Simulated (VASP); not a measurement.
**ZnO: single point with LDA**

Crystal: ZnO.

```
Zn O
1.0
     0.00000    2.22368    2.16944
     2.22368    0.00000    2.16944
     2.22368    2.22368    0.00000
Zn O
1 1
Direct
  0.00000 0.00000 0.00000
  0.50000 0.50000 0.50000
```

This cell differs from its parent crystal: strain +0.025 along x and y, +0.000 along z.

```yaml
Program: VASP 6.6.1
Task: single point
Functional: LDA
Potentials_or_basis: VASP PAW LDA potentials, release 64 (Zn, O)
Cutoff: 520 eV
k_mesh: 12 × 12 × 12
Occupations: gaussian, width 0.05 eV
Spin: no spin polarisation
Dipole_correction: no
Further_INCAR_settings: ALGO = Normal; EDIFF = 1e-06; NBANDS = 16
```

The pressure is -19.9 GPa and the band gap on the k mesh is 0.42 eV (least direct gap 1.48 eV).

Stress tensor (GPa, compression positive):
```
-19.99   0.00   0.00
  0.00 -19.99   0.00
  0.00   0.00 -19.78
```

Levels at points of the mesh, in eV from the valence-band top:
```csv
k point,band 6,band 7,band 8,band 9,band 10,band 11,band 12,band 13
"(0.00, 0.00, 0.00)",-4.70,-1.21,-1.07,-1.07,0.42,17.21,17.21,17.33
"(0.50, 0.00, 0.00)",-4.53,-3.68,-0.11,0.00,5.13,8.12,11.80,12.29
"(0.50, 0.50, 0.00)",-4.44,-4.17,-2.47,-2.47,3.56,10.15,10.73,14.02
"(0.50, 0.00, 0.50)",-4.43,-4.21,-2.51,-2.28,3.57,9.82,11.02,14.10
```

It took 56 s on 1 thread of Intel Xeon 8259CL, with other jobs on the host, peak memory 0.16 GiB.

Caveat: the cell differs from its parent crystal (strain +0.025 along x and y, +0.000 along z); the cell stands under tension. A k mesh can miss the band edges.
